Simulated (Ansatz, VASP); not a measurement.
# HfN in VASP and in Ansatz

```
Hf N
1.0
     0.00000    2.22767    2.22767
     2.22767    0.00000    2.22767
     2.22767    2.22767    0.00000
Hf N
1 1
Direct
  0.00000 0.00000 0.00000
  0.50000 0.50000 0.50000
```

Change from the starting cell: volume scaled by 0.94, LAPW.

Alike in both runs: task single point; functional PBE; k mesh 15 × 15 × 15; occupations fermi-dirac, width 0.1 eV; no spin polarisation.

```csv
,VASP,Ansatz
version,VASP 6.6.1,Ansatz 0.2.0
potentials or method,"VASP PAW PBE potentials, release 64 (Hf_pv, N), cutoff 520 eV","all-electron LAPW, scalar-relativistic"
```

|  | VASP | Ansatz | Ansatz less VASP |
| --- | --- | --- | --- |
| pressure (GPa) | 16.1 | 18.6 | +2.58 |

Ansatz ran all-electron here, and VASP with PAW potentials.

Spin-orbit coupling is off throughout.
